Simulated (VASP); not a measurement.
# Ir (Fm-3m) in VASP: further runs

Runs on Ir. Level: revPBE. Tasks: single point.

Program: VASP 6.6.1. These are calculated values, not measurements. Logs are shortened: lines on timing, memory, paths and dates and some standing lists are left out, and cuts for length are marked.

## 1. The cell of the first run

Symmetry: Fm-3m, No. 225, cubic system. Conventional cell: a = 3.831 Å, b = 3.831 Å, c = 3.831 Å, α = 90.00°, β = 90.00°, γ = 90.00°. Ir (site symmetry m-3m) has 12 Ir at 2.71 Å within 3.6 Å.

## 2. Single point, revPBE (volume scaled by 0.96)

Input file INCAR:

```
SYSTEM = Ir
  PREC = Accurate
  ENCUT = 520
  EDIFF = 1E-7
  ISMEAR = -1
  SIGMA = 0.1
  LREAL = .False.
  LASPH = .True.
  NELM = 100
  ALGO = Normal
  ISIF = 2
  LWAVE = .False.
  LCHARG = .False.
  GGA = RE
  NBANDS = 10
```

Input file KPOINTS:

```
Automatic mesh
0
Gamma
  23 23 23
  0 0 0
```

Input file POSCAR:

```
Ir
1.0
    0.0000000000      1.9154629586      1.9154629586
    1.9154629586      0.0000000000      1.9154629586
    1.9154629586      1.9154629586      0.0000000000
Ir
1
Direct
    0.0000000000      0.0000000000      0.0000000000
```

Potentials or basis: VASP PAW PBE potentials, release 64 (Ir).

On the command line:

```sh
$ cat potpaw_PBE.64/Ir/POTCAR > POTCAR
$ mpirun -np 1 vasp_std > vasp.out
```

OUTCAR:

```text
SYSTEM = Ir
   PREC = Accurate
   ENCUT = 520
   EDIFF = 1E-7
   ISMEAR = -1
   LREAL = .False.
   LASPH = .True.
   NELM = 100
   ISIF = 2
   GGA = RE

 ion  position               nearest neighbor table
   1  0.000  0.000  0.000-

  LATTYP: Found a face centered cubic cell.
 ALAT       =     3.8309259172

  Lattice vectors:

 A1 = (   0.0000000000,   1.9154629586,   1.9154629586)
 A2 = (   1.9154629586,   0.0000000000,   1.9154629586)
 A3 = (   1.9154629586,   1.9154629586,   0.0000000000)

Analysis of symmetry for initial positions (statically):
=====================================================================
 Subroutine PRICEL returns:
 Original cell was already a primitive cell.

 Routine SETGRP: Setting up the symmetry group for a
 face centered cubic supercell.

 Subroutine GETGRP returns: Found 48 space group operations
 (whereof 48 operations were pure point group operations)
 out of a pool of 48 trial point group operations.

The static configuration has the point symmetry O_h .

Analysis of symmetry for dynamics (positions and initial velocities):
=====================================================================
 Subroutine PRICEL returns:
 Original cell was already a primitive cell.

 Routine SETGRP: Setting up the symmetry group for a
 face centered cubic supercell.

 Subroutine GETGRP returns: Found 48 space group operations
 (whereof 48 operations were pure point group operations)
 out of a pool of 48 trial point group operations.

The dynamic configuration has the point symmetry O_h .

 Subroutine INISYM returns: Found 48 space group operations
 (whereof 48 operations are pure point group operations),
 and found     1 'primitive' translations

----------------------------------------------------------------------------------------

                                     Primitive cell

  volume of cell :      14.0557

  direct lattice vectors                    reciprocal lattice vectors
     0.000000000  1.915462959  1.915462959    -0.261033500  0.261033500  0.261033500
     1.915462959  0.000000000  1.915462959     0.261033500 -0.261033500  0.261033500
     1.915462959  1.915462959  0.000000000     0.261033500  0.261033500 -0.261033500

  length of vectors
     2.708873694  2.708873694  2.708873694     0.452123284  0.452123284  0.452123284

  position of ions in fractional coordinates (direct lattice)
     0.000000000  0.000000000  0.000000000

  ion indices of the primitive-cell ions
   primitive index   ion index
                 1           1

----------------------------------------------------------------------------------------

 KPOINTS: Automatic mesh

Automatic generation of k-mesh.
 Grid dimensions read from file:
 generate k-points for:   23   23   23

 Generating k-lattice:

  Cartesian coordinates                     Fractional coordinates (reciprocal lattice)
    -0.011349283  0.011349283  0.011349283     0.043478261  0.000000000  0.000000000
     0.011349283 -0.011349283  0.011349283     0.000000000  0.043478261  0.000000000
     0.011349283  0.011349283 -0.011349283     0.000000000  0.000000000  0.043478261

  Length of vectors
     0.019657534  0.019657534  0.019657534

  Shift w.r.t. Gamma in fractional coordinates (k-lattice)
     0.000000000  0.000000000  0.000000000

 Subroutine IBZKPT returns following result:
 ===========================================

 Found    364 irreducible k-points:

 Following reciprocal coordinates:
            Coordinates               Weight
  0.000000  0.000000  0.000000      1.000000
  0.043478  0.000000  0.000000      8.000000
  0.086957  0.000000  0.000000      8.000000
  0.130435  0.000000  0.000000      8.000000
  0.173913  0.000000  0.000000      8.000000
  0.217391  0.000000  0.000000      8.000000
[... 16 lines left out ...]
  0.478261  0.043478  0.000000     24.000000
 -0.478261  0.043478  0.000000     24.000000
 [... further k-points ...]
   k-points           NKPTS =    364   k-points in BZ     NKDIM =    364   number of bands    NBANDS=     10
   number of dos      NEDOS =    301   number of ions     NIONS =      1
   total plane-waves  NPLWV =   8000
   dimension x,y,z NGX =    20 NGY =   20 NGZ =   20
   dimension x,y,z NGXF=    40 NGYF=   40 NGZF=   40
   ions per type =               1
   NGX,Y,Z   is equivalent  to a cutoff of  12.27, 12.27, 12.27 a.u.
   NGXF,Y,Z  is equivalent  to a cutoff of  24.55, 24.55, 24.55 a.u.
 SYSTEM =  Ir
   PREC   = accura    normal or accurate (medium, high low for compatibility)
   ISTART =      0    job   : 0-new  1-cont  2-samecut
   ICHARG =      2    charge: 1-file 2-atom 10-const
   ISPIN  =      1    spin polarized calculation?
   LNONCOLLINEAR =      F non collinear calculations
   LSORBIT =      F    spin-orbit coupling
   LASPH  =      T    aspherical Exc in radial PAW
   ENCUT  =  520.0 eV  38.22 Ry    6.18 a.u.   5.04  5.04  5.04*2*pi/ulx,y,z
   NELM   =    100;   NELMIN=  2; NELMDL= -5     # of ELM steps
   EDIFF  = 0.1E-06   stopping-criterion for ELM
   LREAL  =      F    real-space projection
   EDIFFG = 0.1E-05   stopping-criterion for IOM
   NSW    =      0    number of steps for IOM
   IBRION =     -1    ionic relax: 0-MD 1-quasi-New 2-CG
   NFREE  =      0    steps in history (QN), initial steepest desc. (CG)
   ISIF   =      2    stress and relaxation
   ISYM   =      2    0-nonsym 1-usesym 2-fastsym
   POTIM  = 0.5000    time-step for ionic-motion
   TEBEG  =    0.0;   TEEND  =   0.0 temperature during run
   PSTRESS=    0.0 pullay stress
   NELECT =       9.0000    total number of electrons
   NUPDOWN=      -1.0000    fix difference up-down
   EMIN   =  10.00;   EMAX   =-10.00  energy-range for DOS
   EFERMI =   0.00;   METHOD = LEGACY
   ISMEAR =    -1;   SIGMA  =   0.10  broadening in eV -4-tet -1-fermi 0-gaus
   EFERMI_NEDOS =   21; number of points for ismear=-14 and -15
   IALGO  =     38    algorithm
   IMIX   =      4    mixing-type and parameters
     AMIX     =   0.40;   BMIX     =  1.00
     AMIX_MAG =   1.60;   BMIX_MAG =  1.00
  volume/ion in A,a.u.               =      14.06        94.85
  Fermi-wavevector in a.u.,A,eV,Ry     =   1.411038  2.666474 27.089567  1.991027
  Thomas-Fermi vector in A             =   2.532930
   LORBIT       =      0    0 simple, 1 ext, 2 COOP (PROOUT), +10 PAW based schemes
   GGA     = RE    functional components
   LHFCALC =     F    Hartree Fock is set to
   AEXX    =    0.0000 exact exchange contribution
   IVDW    =     0    specifies the selected vdW correction
   LEPSILON=     F    determine dielectric tensor
   LRPA    =     F    only Hartree local field effects (RPA)
 non-spin polarized calculation
  energy-cutoff  :      520.00
  volume of cell :       14.06
 maximum number of plane-waves:       388
   NGX =  9   NGY =  9   NGZ =  9

 number of electron       9.0000000 magnetization

 Free energy of the ion-electron system (eV)
  ---------------------------------------------------
  ext. energy  EPLUGINS =         0.00000000
  ---------------------------------------------------
  free energy    TOTEN  =        -8.30838399 eV

  energy without entropy =       -8.28039614  energy(sigma->0) =       -8.29439007

 E-fermi :  10.5455     XC(G=0): -14.0002

 val. band max:       10.5298445346   @ k =  -0.3478   0.3043   0.0000
 cond. band min:      10.5534856995   @ k =  -0.3043   0.3478   0.0435
 fundamental gap:      0.0236411649
 Fermi energy:        10.5455120559

 k-point     1 :       0.0000    0.0000    0.0000
  band No.  band energies     occupation
      1      -0.6013      2.00000
      2       6.6530      2.00000
      3       6.6530      2.00000
      4       6.6530      2.00000
      5       9.3619      1.99999
      6       9.3619      1.99999
      7      24.8627      0.00000
      8      30.5014      0.00000
      9      30.5014      0.00000
     10      30.5014      0.00000

 k-point     2 :       0.0435    0.0000    0.0000
  band No.  band energies     occupation
      1      -0.5162      2.00000
      2       6.6064      2.00000
      3       6.6905      2.00000
      4       6.6905      2.00000
      5       9.3369      1.99999
      6       9.3369      1.99999
      7      25.0115      0.00000
      8      30.0149      0.00000
      9      30.6419      0.00000
     10      30.6419      0.00000

 k-point     3 :       0.0870    0.0000    0.0000
  band No.  band energies     occupation
      1      -0.2661      2.00000
      2       6.4792      2.00000
      3       6.7947      2.00000
      4       6.7947      2.00000
      5       9.2742      1.99999
      6       9.2742      1.99999
      7      25.4358      0.00000
      8      28.9566      0.00000
      9      31.0555      0.00000
     10      31.0555      0.00000

 k-point     4 :       0.1304    0.0000    0.0000
  band No.  band energies     occupation
      1       0.1318      2.00000
      2       6.3070      2.00000
      3       6.9377      2.00000
      4       6.9377      2.00000
      5       9.2110      2.00000
      6       9.2110      2.00000
      7      26.0588      0.00000
      8      27.7594      0.00000
      9      31.7187      0.00000
     10      31.7187      0.00000

 k-point     5 :       0.1739    0.0000    0.0000
  band No.  band energies     occupation
      1       0.6438      2.00000
      2       6.1460      2.00000
      3       7.0677      2.00000
      4       7.0677      2.00000
      5       9.2102      2.00000
      6       9.2102      2.00000
      7      26.3825      0.00000
      8      26.9264      0.00000
      9      32.5926      0.00000
     10      32.5926      0.00000

 k-point     6 :       0.2174    0.0000    0.0000
  band No.  band energies     occupation
      1       1.2103      2.00000
      2       6.0744      2.00000
      3       7.1228      2.00000
      4       7.1228      2.00000
      5       9.3418      1.99999
      6       9.3418      1.99999
      7      25.2807      0.00000
      8      27.3419      0.00000
      9      33.6100      0.00000
     10      33.6100      0.00000
[... 183 lines left out ...]
 k-point    21 :       0.3913    0.0435    0.0000
  band No.  band energies     occupation
      1       2.4685      2.00000
      2       6.6583      2.00000
      3       6.8151      2.00000
      4       7.7120      2.00000
      5      10.7783      0.17776
      6      11.0113      0.01880
      7      20.5175      0.00000
      8      25.4454      0.00000
      9      31.4149      0.00000
     10      32.3062      0.00000

 k-point    22 :       0.4348    0.0435    0.0000
  band No.  band energies     occupation
      1       2.4922      2.00000
      2       6.5479      2.00000
      3       6.7026      2.00000
      4       8.5671      2.00000
      5      11.3090      0.00097
      6      11.3198      0.00087
      7      19.1714      0.00000
      8      24.9241      0.00000
      9      30.7091      0.00000
     10      31.2723      0.00000

 k-point    23 :       0.4783    0.0435    0.0000
  band No.  band energies     occupation
      1       2.4875      2.00000
      2       6.4853      2.00000
      3       6.6286      2.00000
      4       9.2206      2.00000
      5      11.4759      0.00018
      6      11.7350      0.00001
      7      18.1820      0.00000
      8      24.6321      0.00000
      9      30.3584      0.00000
     10      30.5484      0.00000

 k-point    24 :      -0.4783    0.0435    0.0000
  band No.  band energies     occupation
      1       2.4848      2.00000
      2       6.4763      2.00000
      3       6.6024      2.00000
      4       9.4212      1.99997
      5      11.4440      0.00025
      6      11.9195      0.00000
      7      17.8965      0.00000
      8      24.5605      0.00000
      9      30.2103      0.00000
     10      30.4215      0.00000

 [... further k-points ...]

------------------------ aborting loop because EDIFF is reached ----------------------------------------

  FORCE on cell =-STRESS in cart. coord.  units (eV):
  Direction    XX          YY          ZZ          XY          YZ          ZX
  --------------------------------------------------------------------------------------
  -------------------------------------------------------------------------------------
  Total        1.3549138      1.3549138      1.3549138     -0.0000000      0.0000000      0.0000000
  in kB      154.4439822    154.4439822    154.4439822     -0.0000000      0.0000000      0.0000000
  external PRESSURE =     154.4439822 kB  Pullay stress =       0.0000000 kB

 VOLUME and BASIS-vectors are now :
 -----------------------------------------------------------------------------
  energy-cutoff  :      520.00
  volume of cell :       14.06
      direct lattice vectors                 reciprocal lattice vectors
     0.000000000  1.915462959  1.915462959    -0.261033500  0.261033500  0.261033500
     1.915462959  0.000000000  1.915462959     0.261033500 -0.261033500  0.261033500
     1.915462959  1.915462959  0.000000000     0.261033500  0.261033500 -0.261033500

 POSITION                                       TOTAL-FORCE (eV/Angst)
 -----------------------------------------------------------------------------------
      0.00000      0.00000      0.00000        -0.000000     -0.000000     -0.000000
 -----------------------------------------------------------------------------------
    total drift:                               -0.000000     -0.000000     -0.000000

  FREE ENERGIE OF THE ION-ELECTRON SYSTEM (eV)
  ---------------------------------------------------
  free  energy   TOTEN  =        -8.3083839920 eV

  energy  without entropy=       -8.2803961444  energy(sigma->0) =       -8.29439007
```

Wall time 22 s (1 thread of AMD EPYC 9R45 (Zen 5), shared host); peak memory 0.14 GiB.

What came out:

| Quantity | Value |
| --- | --- |
| Free energy | -8.3084 eV |
| Pressure | 15.4 GPa |

Caveat: the cell differs from its parent crystal (volume scaled by 0.96); the PAW data sets were made with another functional, which shifts forces and pressure a little; spin-orbit coupling is left out, which moves the levels of the heavy elements.

## 3. Single point, revPBE

This run uses another cell than the first one, of 14.64 Å³/atom, 1.042 times its volume.

Input file INCAR:

```
PREC = Accurate ; ENCUT = 520
EDIFF = 1E-6 ; ISMEAR = -1
SIGMA = 0.1 ; LREAL = F
LASPH = T ; NELM = 100
ALGO = Normal ; ISIF = 2
LWAVE = F ; LCHARG = T
GGA = RE ; LELF = T
LVHAR = T ; NBANDS = 10
```

Input file KPOINTS:

```
regular mesh
0
Gamma
  23 23 23
```

Input file POSCAR:

```
Ir
1.0
    0.0000000000      1.9417054382      1.9417054382
    1.9417054382      0.0000000000      1.9417054382
    1.9417054382      1.9417054382      0.0000000000
Ir
1
Direct
    0.0000000000      0.0000000000      0.0000000000
```

Potentials or basis: VASP PAW PBE potentials, release 64 (Ir).

On the command line:

```sh
$ cat potpaw_PBE.64/Ir/POTCAR > POTCAR
$ mpirun -np 1 vasp_std > vasp.out
```

Run time: 21 s. Hardware: 1 thread of AMD EPYC 9R45 (Zen 5), shared host; peak memory 0.14 GiB.

Results (log left out):

| Item | Value |
| --- | --- |
| Free energy | -8.3360 eV |
| Pressure | 0.2 GPa |

Levels at points of the mesh, in eV from the Fermi level:
| k point | band 1 | band 2 | band 3 | band 4 | band 5 | band 6 | band 7 | band 8 |
| --- | --- | --- | --- | --- | --- | --- | --- | --- |
| (0.00, 0.00, 0.00) | -10.71 | -3.65 | -3.65 | -3.65 | -1.12 | -1.12 | 14.40 | 19.79 |

Caveat: the PAW data sets were made with another functional, which shifts forces and pressure a little; spin-orbit coupling is left out, which moves the levels of the heavy elements.
